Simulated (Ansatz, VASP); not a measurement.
**Two plane-wave programs on C**

File INCAR:

```
ALGO     = Normal         # electronic algorithm
EDIFF    = 1E-6           # SCF threshold, eV
ENCUT    = 520            # plane-wave cutoff, eV
GGA      = PS             # functional
ISIF     = 2              # what is computed and relaxed
ISMEAR   = 0              # smearing method
LASPH    = T              # aspherical terms in the spheres
LCHARG   = F              # write CHGCAR
LREAL    = F              # projectors in reciprocal space
LWAVE    = F              # write WAVECAR
NBANDS   = 16             # bands
NELM     = 100            # most SCF steps
PREC     = Accurate       # precision mode
SIGMA    = 0.15           # smearing width, eV
```

File KPOINTS:

```
k-points
0
Gamma
  18 18 6
```

POSCAR

```
C
1.0
    2.5160214960      0.0000000000      0.0000000000
   -1.2580107480      2.1293252536      0.0000000000
    0.0000000000      0.0000000000      7.2458067263
C
4
Direct
   -0.0577479467      0.0000000000      0.0025000000
    0.0577479467      0.0000000000      0.5025000000
    0.2755800112      0.6666666667      0.0025000000
    0.7244199888      0.3333333333      0.5025000000
```

Input for Ansatz:

```yaml
crystal:
  lattice:
    - [2.516021496, 0.0, 0.0]
    - [-1.258010748, 2.1293252536, 0.0]
    - [0.0, 0.0, 7.2458067263]
  atoms:
    - { symbol: C, position: [-0.0577479467, 0.0, 0.0025] }
    - { symbol: C, position: [0.0577479467, 0.0, 0.5025] }
    - { symbol: C, position: [0.2755800112, 0.6666666667, 0.0025] }
    - { symbol: C, position: [0.7244199888, 0.3333333333, 0.5025] }
basis:
  ecutwfc: 520.0
kpoints:
  mp_grid: { grid: [18, 18, 6] }
hamiltonian:
  xc: pbesol
  pseudopotentials: { kind: paw, azcp: { folder: soft_1 } }
scf:
  occupations: { method: gaussian, width: 0.15 }
output:
  forces: true
  stress: true
  eigenvalues: true
```

Change from the starting cell: mode 4 frozen in at -0.142 Å, normal strain along x +0.0233.

Alike in both runs: task single point; functional PBEsol; k mesh 18 × 18 × 6; occupations gaussian, width 0.15 eV; no spin polarisation.

```csv
,VASP,Ansatz
version,VASP 6.6.1,Ansatz 0.2.0
potentials or method,"VASP PAW PBE potentials, release 64 (C), cutoff 520 eV","scalar-relativistic, plane waves, PAW"
valence electrons in the cell,16,16
```

Ansatz gave:

| Quantity | Value |
| --- | --- |
| gap on the k mesh at the Fermi level (eV) | 0.15 |
| least direct gap on the mesh (eV) | 0.15 |
| pressure (GPa) | -8.4 |
| traceless stress, the component that is largest in VASP (GPa) | -13.34 |
| rms of the force components (eV/Å) | 0.128 |

Q: Estimate VASP's values.

A: gap on the k mesh at the Fermi level (eV): 0.15; least direct gap on the mesh (eV): 0.15; pressure (GPa): -7.8; traceless stress, the component that is largest in VASP (GPa): -13.02; rms of the force components (eV/Å): 0.132.

VASP's potentials were made for PBE, not for PBEsol, and Ansatz warns of the same on its side. Atom by atom the forces differ by 0.004 eV/Å (rms over components).
